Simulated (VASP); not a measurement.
# HoAuF4 (I4/mmm) in VASP: single point with PBE

Aim: the single point of HoAuF4 with PBE.

Program: VASP 6.6.1. These are calculated values, not measurements. Logs are shortened: lines on timing, memory, paths and dates and some standing lists are left out, and cuts for length are marked.

**1. The cell of the first run**

It takes space group I4/mmm (No. 139, tetragonal). Conventional cell: a = 6.216 Å, b = 6.216 Å, c = 5.920 Å, α = 90.00°, β = 90.00°, γ = 90.00°. Within 3.9 Å of Ho (site symmetry 4/mmm) lie 2 Au at 2.96 Å and 16 F at 3.28 to 3.60 Å. Within 2.7 Å of Au (site symmetry 4/mmm) lie 4 F at 2.06 Å. Within 2.7 Å of F (site symmetry m2m) lie 1 Au at 2.06 Å and 1 F at 2.10 Å.

The cell was built from a structure type or drawn by symmetry, and may not be a known phase.

**2. Single point, PBE**

Contents of INCAR:

```
SYSTEM = HoAuF4
PREC     = Accurate       ! precision mode
ENCUT    = 600            ! plane-wave cutoff, eV
EDIFF    = 1E-6           ! SCF threshold, eV
ISMEAR   = 0              ! smearing method
SIGMA    = 0.15           ! smearing width, eV
LREAL    = .FALSE.        ! projectors in reciprocal space
LASPH    = .TRUE.         ! aspherical terms in the spheres
NELM     = 200            ! most SCF steps
ALGO     = Normal         ! electronic algorithm
ISIF     = 2              ! what is computed and relaxed
LWAVE    = .FALSE.        ! write WAVECAR
LCHARG   = .TRUE.         ! write CHGCAR
GGA      = PE             ! functional
LELF     = .TRUE.         ! ELF
LVHAR    = .TRUE.       
NBANDS   = 33             ! bands
GGA_COMPAT= .FALSE.      
LMAXMIX  = 6              ! l up to which the mixer works
```

Contents of KPOINTS:

```
regular mesh
0
G
  3 3 3
  0 0 0
```

Contents of POSCAR:

```
HoAuF4
1.0
   -3.1080947434      3.1080947434      2.9599840886
    3.1080947434     -3.1080947434      2.9599840886
    3.1080947434      3.1080947434     -2.9599840886
Ho Au F
1 1 4
Direct
    0.5000000000      0.5000000000      0.0000000000
    0.0000000000      0.0000000000      0.0000000000
    0.0000000000      0.3308742427      0.3308742427
    0.0000000000      0.6691257573      0.6691257573
    0.3308742427      0.0000000000      0.3308742427
    0.6691257573      0.0000000000      0.6691257573
```

Potentials or basis: VASP PAW PBE potentials, release 64 (Ho_3, Au, F), 4f in core.

The run is started by

```bash
cat potpaw_PBE.64/Ho_3/POTCAR potpaw_PBE.64/Au/POTCAR potpaw_PBE.64/F/POTCAR > POTCAR
mpirun -np 1 vasp_std > vasp.out
```

OUTCAR:

```text
SYSTEM = HoAuF4
   PREC = Accurate
   ENCUT = 600
   EDIFF = 1E-6
   ISMEAR = 0
   LREAL = .FALSE.
   LASPH = .TRUE.
   NELM = 200
   ISIF = 2
   GGA = PE

 ion  position               nearest neighbor table
   1  0.500  0.500  0.000-   2 2.96   2 2.96
   2  0.000  0.000  0.000-   3 2.06   4 2.06   5 2.06   6 2.06   1 2.96   1 2.96
   3  0.000  0.331  0.331-   2 2.06
   4  0.000  0.669  0.669-   2 2.06
   5  0.331  0.000  0.331-   2 2.06
   6  0.669  0.000  0.669-   2 2.06

  LATTYP: Found a body centered tetragonal cell.
 ALAT       =     6.2161894868
 C/A-ratio  =     0.9523468018

  Lattice vectors:

 A1 = (  -3.1080947434,   3.1080947434,   2.9599840886)
 A2 = (   3.1080947434,  -3.1080947434,   2.9599840886)
 A3 = (   3.1080947434,   3.1080947434,  -2.9599840886)

Analysis of symmetry for initial positions (statically):
=====================================================================
 Subroutine PRICEL returns:
 Original cell was already a primitive cell.

 Routine SETGRP: Setting up the symmetry group for a
 body centered tetragonal supercell.

 Subroutine GETGRP returns: Found 16 space group operations
 (whereof 16 operations were pure point group operations)
 out of a pool of 16 trial point group operations.

The static configuration has the point symmetry D_4h.

Analysis of symmetry for dynamics (positions and initial velocities):
=====================================================================
 Subroutine PRICEL returns:
 Original cell was already a primitive cell.

 Routine SETGRP: Setting up the symmetry group for a
 body centered tetragonal supercell.

 Subroutine GETGRP returns: Found 16 space group operations
 (whereof 16 operations were pure point group operations)
 out of a pool of 16 trial point group operations.

The dynamic configuration has the point symmetry D_4h.

 Subroutine INISYM returns: Found 16 space group operations
 (whereof 16 operations are pure point group operations),
 and found     1 'primitive' translations

----------------------------------------------------------------------------------------

                                     Primitive cell

[... 77 lines left out ...]
   ENCUT  =  600.0 eV  44.10 Ry    6.64 a.u.  10.58 10.58 10.58*2*pi/ulx,y,z
   NELM   =    200;   NELMIN=  2; NELMDL= -5     # of ELM steps
   EDIFF  = 0.1E-05   stopping-criterion for ELM
   LREAL  =      F    real-space projection
   EDIFFG = 0.1E-04   stopping-criterion for IOM
   NSW    =      0    number of steps for IOM
   IBRION =     -1    ionic relax: 0-MD 1-quasi-New 2-CG
   NFREE  =      0    steps in history (QN), initial steepest desc. (CG)
   ISIF   =      2    stress and relaxation
   ISYM   =      2    0-nonsym 1-usesym 2-fastsym
   POTIM  = 0.5000    time-step for ionic-motion
   TEBEG  =    0.0;   TEEND  =   0.0 temperature during run
   PSTRESS=    0.0 pullay stress
   NELECT =      48.0000    total number of electrons
   NUPDOWN=      -1.0000    fix difference up-down
   EMIN   =  10.00;   EMAX   =-10.00  energy-range for DOS
   EFERMI =   0.00;   METHOD = LEGACY
   ISMEAR =     0;   SIGMA  =   0.15  broadening in eV -4-tet -1-fermi 0-gaus
   EFERMI_NEDOS =   21; number of points for ismear=-14 and -15
   IALGO  =     38    algorithm
   IMIX   =      4    mixing-type and parameters
     AMIX     =   0.40;   BMIX     =  1.00
     AMIX_MAG =   1.60;   BMIX_MAG =  1.00
  volume/ion in A,a.u.               =      19.06       128.64
  Fermi-wavevector in a.u.,A,eV,Ry     =   1.225677  2.316193 20.439808  1.502284
  Thomas-Fermi vector in A             =   2.360706
   LORBIT       =      0    0 simple, 1 ext, 2 COOP (PROOUT), +10 PAW based schemes
   GGA     = PE    functional components
   LHFCALC =     F    Hartree Fock is set to
   AEXX    =    0.0000 exact exchange contribution
   IVDW    =     0    specifies the selected vdW correction
   LEPSILON=     F    determine dielectric tensor
   LRPA    =     F    only Hartree local field effects (RPA)
 non-spin polarized calculation
 Gauss-broadening in eV      SIGMA  =   0.15
  energy-cutoff  :      600.00
  volume of cell :      114.38
 maximum number of plane-waves:      3843
 NGX is ok and might be reduce to    42
   NGX = 21   NGY = 21   NGZ = 21

 number of electron      48.0000003 magnetization

 Free energy of the ion-electron system (eV)
  ---------------------------------------------------
  ext. energy  EPLUGINS =         0.00000000
  ---------------------------------------------------
  free energy    TOTEN  =       -22.08892058 eV

  energy without entropy =      -22.03385362  energy(sigma->0) =      -22.06138710

 E-fermi :   2.3030     XC(G=0):  -8.8030

 val. band max:        2.2348809135   @ k =   0.3333  -0.0000   0.0000
 cond. band min:       2.3262005514   @ k =   0.3333   0.3333   0.0000
 fundamental gap:      0.0913196379
 Fermi energy:         2.3029625137

 k-point     1 :       0.0000    0.0000    0.0000
  band No.  band energies     occupation
      1     -25.1786      2.00000
      2     -25.1786      2.00000
      3     -24.8632      2.00000
      4     -21.4807      2.00000
      5     -21.2121      2.00000
      6     -20.5437      2.00000
[... 205 lines left out ...]
     32       7.6072      0.00000
     33       7.6072      0.00000

------------------------ aborting loop because EDIFF is reached ----------------------------------------

  FORCE on cell =-STRESS in cart. coord.  units (eV):
  Direction    XX          YY          ZZ          XY          YZ          ZX
  --------------------------------------------------------------------------------------
  -------------------------------------------------------------------------------------
  Total        0.4811944      0.4811944     -0.2543067      0.0000000      0.0000000      0.0000000
  in kB        6.7405186      6.7405186     -3.5623003      0.0000000      0.0000000      0.0000000
  external PRESSURE =       3.3062456 kB  Pullay stress =       0.0000000 kB

 VOLUME and BASIS-vectors are now :
 -----------------------------------------------------------------------------
  energy-cutoff  :      600.00
  volume of cell :      114.38
      direct lattice vectors                 reciprocal lattice vectors
    -3.108094743  3.108094743  2.959984089     0.000000000  0.160870257  0.168919827
     3.108094743 -3.108094743  2.959984089     0.160870257  0.000000000  0.168919827
     3.108094743  3.108094743 -2.959984089     0.160870257  0.160870257  0.000000000

 POSITION                                       TOTAL-FORCE (eV/Angst)
 -----------------------------------------------------------------------------------
      0.00000      0.00000      2.95998         0.000000      0.000000      0.000000
      0.00000      0.00000      0.00000        -0.000000      0.000000     -0.000000
      2.05678      0.00000      0.00000         0.033318      0.000000      0.000000
      4.15941      0.00000      0.00000        -0.033318      0.000000      0.000000
      0.00000      2.05678      0.00000         0.000000      0.033318      0.000000
      0.00000      4.15941      0.00000         0.000000     -0.033318      0.000000
 -----------------------------------------------------------------------------------
    total drift:                               -0.000000     -0.000000      0.000000

  FREE ENERGIE OF THE ION-ELECTRON SYSTEM (eV)
  ---------------------------------------------------
  free  energy   TOTEN  =       -22.0889205796 eV

  energy  without entropy=      -22.0338536248  energy(sigma->0) =      -22.06138710
```

stdout:

```text
POSCAR found type information on POSCAR HoAuF
 POSCAR found :  3 types and       6 ions
 scaLAPACK will be used
 LDA part: xc-table for (Slater+PW92), standard interpolation
 POSCAR, INCAR and KPOINTS ok, starting setup
 FFT: planning ... GRIDC
 FFT: planning ... GRID_SOFT
 FFT: planning ... GRID
 WAVECAR not read
 entering main loop
```

Wall time 64 s (1 thread of Intel Xeon Platinum 8259CL at 2.50GHz (Skylake/Cascade Lake), shared host); peak memory 0.25 GiB.

Results:

- Free energy: -22.0889 eV
- Pressure: 0.3 GPa
- Largest force: 0.033 eV/Å
- Band gap on the k mesh: zero (bands 24 and 25 overlap by 0.91 eV)

Forces on the atoms (eV/Å):
```
Ho   0.000  0.000  0.000
Au   0.000  0.000  0.000
F    0.033  0.000  0.000
F   -0.033  0.000  0.000
F    0.000  0.033  0.000
F    0.000 -0.033  0.000
```

Stress tensor (GPa, compression positive):
```
 0.67  0.00  0.00
 0.00  0.67  0.00
 0.00  0.00 -0.36
```

Caveat: the k points lie up to 0.49 Å⁻¹ apart, too coarse for converged energies and pressures of a metal; spin-orbit coupling is left out, which moves the levels of the heavy elements; the 4f electrons are frozen in the core, so they carry no moment and show no levels; the run has no spin polarisation, though such a crystal can be magnetic. Spin polarisation is off, so any magnetic state and its effect on volume and gap are missing.
